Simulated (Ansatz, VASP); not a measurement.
# One calculation of BaWF3, two programs

```
Ba W F
1.0
     4.17915    0.00000    0.00000
     0.00000    4.17915    0.00000
     0.00000    0.00000    4.17915
Ba W F
1 1 3
Direct
  0.50000 0.50000 0.50000
  0.00000 0.00000 0.00000
  0.50000 0.00000 0.00000
  0.00000 0.50000 0.00000
  0.00000 0.00000 0.50000
```

Alike in both runs: task single point; functional PBE; k mesh 4 × 4 × 4; occupations gaussian, width 0.1 eV; no spin polarisation.

|  | VASP | Ansatz |
| --- | --- | --- |
| version | VASP 6.6.1 | Ansatz 0.2.0 |
| potentials or method | VASP PAW PBE potentials, release 64 (Ba_sv, W_sv, F_h), cutoff 1350 eV | scalar-relativistic, plane waves, PAW |
| valence electrons in the cell | 45 | 45 |

VASP gave:

- gap on the k mesh at the Fermi level (eV): none
- pressure (GPa): 16.5

Problem. Which values does Ansatz return?

Solution. gap on the k mesh at the Fermi level (eV): none; pressure (GPa): 15.1.

A gap of «none» marks a metal or a gap that the smearing closes.

The k mesh is coarse, so the values compare programs but aren't converged. Spin-orbit coupling is off throughout.
